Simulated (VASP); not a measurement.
Here is a VASP 6.6.1 calculation.

INCAR

```
SYSTEM = W
  ALGO = Normal
  EDIFF = 1E-7
  ENCUT = 520
  GGA = PE
  ISIF = 2
  ISMEAR = -1
  LASPH = .True.
  LCHARG = .True.
  LELF = .True.
  LREAL = .False.
  LVHAR = .True.
  LWAVE = .False.
  NBANDS = 13
  NELM = 60
  PREC = Accurate
  SIGMA = 0.1
```

KPOINTS

```
k-points
0
Gamma
  8 9 9
  0 0 0
```

Contents of POSCAR:

```
W
1.0
   -1.5885900000      1.5879000000      1.7014500000
    1.5385200000     -1.5344600000      1.5979500000
    1.6148100000      1.5606800000     -1.6480100000
W
1
Direct
    0.0000000000      0.0000000000      0.0000000000
```

Potentials or basis: VASP PAW PBE potentials, release 64 (W_sv).

Command:

```sh
$ cat potpaw_PBE.64/W_sv/POTCAR > POTCAR
$ mpirun -np 1 vasp_std > vasp.out
```

Problem. Estimate the pressure.

Solution. -3.2 GPa.

Problem. Estimate the band gap on the k mesh.

Solution. Zero (band 7 reaches 15.02 eV, above the bottom of band 8 at 10.27 eV).

Stress tensor (GPa, compression positive):
```
  1.59  -2.89   4.53
 -2.89   1.30  -4.17
  4.53  -4.17 -12.53
```

Caveat: spin-orbit coupling is left out, which moves the levels of the heavy elements.
